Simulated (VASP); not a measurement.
# W (Im-3m) in VASP: further runs, part 2 of 2

VASP 6.6.1. Earlier steps stand in the parts before.

### Step 4. Single point, PBEsol (volume scaled by 0.91)

The input, INCAR:

```
PREC = Accurate ; ENCUT = 520
EDIFF = 1E-6 ; ISMEAR = 0
SIGMA = 0.1 ; LREAL = F
LASPH = T ; NELM = 80
ALGO = Fast ; ISIF = 2
LWAVE = F ; LCHARG = F
GGA = PS ; NBANDS = 13
```

The input, KPOINTS:

```
regular mesh
0
Gamma
  18 18 18
```

The input, POSCAR:

```
W
1.0
   -1.5283635530      1.5283635530      1.5283635530
    1.5283635530     -1.5283635530      1.5283635530
    1.5283635530      1.5283635530     -1.5283635530
W
1
Direct
    0.0000000000      0.0000000000      0.0000000000
```

Potentials or basis: VASP PAW PBE potentials, release 64 (W_sv).

On the command line:

```
cat potpaw_PBE.64/W_sv/POTCAR > POTCAR
mpirun -np 1 vasp_std > vasp.out
```

OUTCAR:

```text
PREC = Accurate
   ENCUT = 520
   EDIFF = 1E-6
   ISMEAR = 0
   LREAL = F
   LASPH = T
   NELM = 80
   ISIF = 2
   GGA = PS

 ion  position               nearest neighbor table
   1  0.000  0.000  0.000-

  LATTYP: Found a body centered cubic cell.
 ALAT       =     3.0567271060

  Lattice vectors:

 A1 = (  -1.5283635530,   1.5283635530,   1.5283635530)
 A2 = (   1.5283635530,  -1.5283635530,   1.5283635530)
 A3 = (   1.5283635530,   1.5283635530,  -1.5283635530)

Analysis of symmetry for initial positions (statically):
=====================================================================
 Subroutine PRICEL returns:
 Original cell was already a primitive cell.

 Routine SETGRP: Setting up the symmetry group for a
 body centered cubic supercell.

 Subroutine GETGRP returns: Found 48 space group operations
 (whereof 48 operations were pure point group operations)
 out of a pool of 48 trial point group operations.

The static configuration has the point symmetry O_h .

Analysis of symmetry for dynamics (positions and initial velocities):
=====================================================================
 Subroutine PRICEL returns:
 Original cell was already a primitive cell.

 Routine SETGRP: Setting up the symmetry group for a
 body centered cubic supercell.

 Subroutine GETGRP returns: Found 48 space group operations
 (whereof 48 operations were pure point group operations)
 out of a pool of 48 trial point group operations.

The dynamic configuration has the point symmetry O_h .

 Subroutine INISYM returns: Found 48 space group operations
 (whereof 48 operations are pure point group operations),
 and found     1 'primitive' translations

----------------------------------------------------------------------------------------

                                     Primitive cell

  volume of cell :      14.2804

[... 108 lines left out ...]
  Fermi-wavevector in a.u.,A,eV,Ry     =   1.626313  3.073286 35.985974  2.644894
  Thomas-Fermi vector in A             =   2.719293
   LORBIT       =      0    0 simple, 1 ext, 2 COOP (PROOUT), +10 PAW based schemes
   GGA     = PS    functional components
   LHFCALC =     F    Hartree Fock is set to
   AEXX    =    0.0000 exact exchange contribution
   IVDW    =     0    specifies the selected vdW correction
   LEPSILON=     F    determine dielectric tensor
   LRPA    =     F    only Hartree local field effects (RPA)
 non-spin polarized calculation
 RMM-DIIS sequential band-by-band and
 Gauss-broadening in eV      SIGMA  =   0.10
  energy-cutoff  :      520.00
  volume of cell :       14.28
 maximum number of plane-waves:       395
   NGX =  9   NGY =  9   NGZ =  9

 number of electron      13.9999997 magnetization

 Free energy of the ion-electron system (eV)
  ---------------------------------------------------
  ext. energy  EPLUGINS =         0.00000000
  ---------------------------------------------------
  free energy    TOTEN  =       -13.64094079 eV

  energy without entropy =      -13.63708453  energy(sigma->0) =      -13.63901266

 E-fermi :  12.8383     XC(G=0): -14.3622

 val. band max:       12.8369896834   @ k =  -0.1667   0.1667   0.1111
 cond. band min:      12.8425205508   @ k =   0.4444   0.1111  -0.0000
 fundamental gap:      0.0055308674
 Fermi energy:        12.8383424156

 k-point     1 :       0.0000    0.0000    0.0000
  band No.  band energies     occupation
      1     -61.1844      2.00000
      2     -24.5527      2.00000
      3     -24.5527      2.00000
      4     -24.5527      2.00000
      5       2.6283      2.00000
      6      11.4141      2.00000
      7      11.4141      2.00000
      8      11.4141      2.00000
      9      15.3289      0.00000
     10      15.3289      0.00000
     11      27.6087      0.00000
     12      27.6087      0.00000
     13      27.6087      0.00000
[... 354 lines left out ...]
  band No.  band energies     occupation
      1     -60.9712      2.00000
      2     -26.2553      2.00000
      3     -25.1846      2.00000
      4     -24.6491      2.00000
      5       6.3587      2.00000
      6       8.9173      2.00000
      7      12.4591      2.00000
      8      15.1436      0.00000
      9      16.7164      0.00000
     10      20.2820      0.00000
     11      25.2227      0.00000
     12      26.1047      0.00000
     13      31.3304      0.00000

 [... further k-points ...]
[... 5 lines left out ...]
  --------------------------------------------------------------------------------------
  -------------------------------------------------------------------------------------
  Total        3.4227551      3.4227551      3.4227551      0.0000000      0.0000000      0.0000000
  in kB      384.0134188    384.0134188    384.0134188      0.0000000      0.0000000      0.0000000
  external PRESSURE =     384.0134188 kB  Pullay stress =       0.0000000 kB

 VOLUME and BASIS-vectors are now :
 -----------------------------------------------------------------------------
  energy-cutoff  :      520.00
  volume of cell :       14.28
      direct lattice vectors                 reciprocal lattice vectors
    -1.528363553  1.528363553  1.528363553     0.000000000  0.327147294  0.327147294
     1.528363553 -1.528363553  1.528363553     0.327147294  0.000000000  0.327147294
     1.528363553  1.528363553 -1.528363553     0.327147294  0.327147294  0.000000000

 POSITION                                       TOTAL-FORCE (eV/Angst)
 -----------------------------------------------------------------------------------
      0.00000      0.00000      0.00000         0.000000      0.000000     -0.000000
 -----------------------------------------------------------------------------------
    total drift:                                0.000000     -0.000000      0.000000

  FREE ENERGIE OF THE ION-ELECTRON SYSTEM (eV)
  ---------------------------------------------------
  free  energy   TOTEN  =       -13.6409407871 eV

  energy  without entropy=      -13.6370845341  energy(sigma->0) =      -13.63901266
```

stdout:

```text
POSCAR found type information on POSCAR W
 POSCAR found :  1 types and       1 ions
 scaLAPACK will be used
 -----------------------------------------------------------------------------
|                                                                             |
|                                                                             |
|     You enforced a specific xc type in the INCAR file but a different       |
|     I HOPE YOU KNOW WHAT YOU ARE DOING!                                     |
|                                                                             |
 -----------------------------------------------------------------------------

 LDA part: xc-table for (Slater+PW92), standard interpolation
 POSCAR, INCAR and KPOINTS ok, starting setup
 FFT: planning ... GRIDC
 FFT: planning ... GRID_SOFT
 FFT: planning ... GRID
 WAVECAR not read
 entering main loop
WARNING in EDDRMM: call to ZHEGV failed, returncode =   8  4     12
```

Wall time 22 s (1 thread of Intel Xeon 6975P-C, shared host); peak memory 0.15 GiB.

What came out:

| Item | Value |
| --- | --- |
| Free energy | -13.6409 eV |
| Pressure | 38.4 GPa |
| Band gap on the k mesh | zero (band 7 reaches 18.82 eV, above the bottom of band 8 at 11.41 eV) |

Levels at points of the mesh, in eV from the Fermi level:
```csv
k point,band 3,band 4,band 5,band 6,band 7,band 8,band 9,band 10,band 11,band 12
"(0.00, 0.00, 0.00)",-37.39,-37.39,-10.21,-1.42,-1.42,-1.42,2.49,2.49,14.77,14.77
"(0.50, 0.00, 0.00)",-37.97,-37.41,-7.00,-4.11,1.14,2.47,3.58,7.17,11.77,12.90
"(0.50, 0.50, 0.50)",-38.64,-38.64,-6.75,-6.75,5.98,5.98,5.98,9.17,9.17,9.17
```

Caveat: the cell differs from its parent crystal (volume scaled by 0.91); the PAW data sets were made with another functional, which shifts forces and pressure a little; spin-orbit coupling is left out, which moves the levels of the heavy elements.

### Step 5. Single point, PBEsol

This run uses another cell than the first one, of 15.85 Å³/atom, 1.010 times its volume.

The input, INCAR:

```
PREC = Accurate
ENCUT = 520
EDIFF = 1E-7
ISMEAR = 0
SIGMA = 0.1
LREAL = F
LASPH = T
NELM = 100
ALGO = Normal
ISIF = 2
LWAVE = F
LCHARG = T
GGA = PS
LELF = T
LVHAR = T
NBANDS = 13
```

The input, KPOINTS:

```
Automatic mesh
0
Gamma
  18 18 18
```

The input, POSCAR:

```
W
1.0
   -1.5823450000      1.5823450000      1.5823450000
    1.5823450000     -1.5823450000      1.5823450000
    1.5823450000      1.5823450000     -1.5823450000
W
1
Direct
    0.0000000000      0.0000000000      0.0000000000
```

On the command line:

```
cat potpaw_PBE.64/W_sv/POTCAR > POTCAR
mpirun -np 1 vasp_std > vasp.out
```

It took 21 s on 1 thread of Intel Xeon 6975P-C, shared host; peak memory 0.15 GiB.

The run converged. Its results:

```
Free energy            : -13.8007 eV
Pressure               : -2.5 GPa
Band gap on the k mesh : zero (band 7 reaches 16.46 eV, above the bottom of band 8 at 10.05 eV)
```

Levels at points of the mesh, in eV from the Fermi level:
| k point | band 4 | band 5 | band 6 | band 7 | band 8 | band 9 | band 10 | band 11 |
| --- | --- | --- | --- | --- | --- | --- | --- | --- |
| (0.00, 0.00, 0.00) | -37.69 | -9.65 | -1.23 | -1.23 | -1.23 | 2.24 | 2.24 | 14.55 |
| (0.50, 0.00, 0.00) | -37.70 | -6.28 | -3.57 | 0.70 | 2.14 | 3.12 | 6.18 | 11.08 |
| (0.50, 0.50, 0.50) | -38.60 | -5.85 | -5.85 | 5.19 | 5.19 | 5.19 | 8.26 | 8.26 |

Caveat: the PAW data sets were made with another functional, which shifts forces and pressure a little; spin-orbit coupling is left out, which moves the levels of the heavy elements.

### Step 6. Overview

```tsv
cell	gap on the mesh (eV)	pressure (GPa)
a = 2.732 Å, angles 109.5°, 1 atom	none	0.6
a = 2.618 Å, angles 109.5°, 1 atom	none	55.2
a = 2.647 Å, angles 109.5°, 1 atom	none	38.4
a = 2.741 Å, angles 109.5°, 1 atom	none	-2.5
```

Alike in all rows: task single point; level PBEsol; potentials or basis VASP PAW PBE potentials, release 64 (W_sv); no spin polarisation; k mesh 18 × 18 × 18; cutoff (eV) 520; smearing gaussian 0.1 eV.

Caveats: the PAW data sets were made with another functional, which shifts forces and pressure a little; spin-orbit coupling is left out, which moves the levels of the heavy elements.

Total energies depend on the potentials used, so only differences within one code and one set of settings carry meaning.
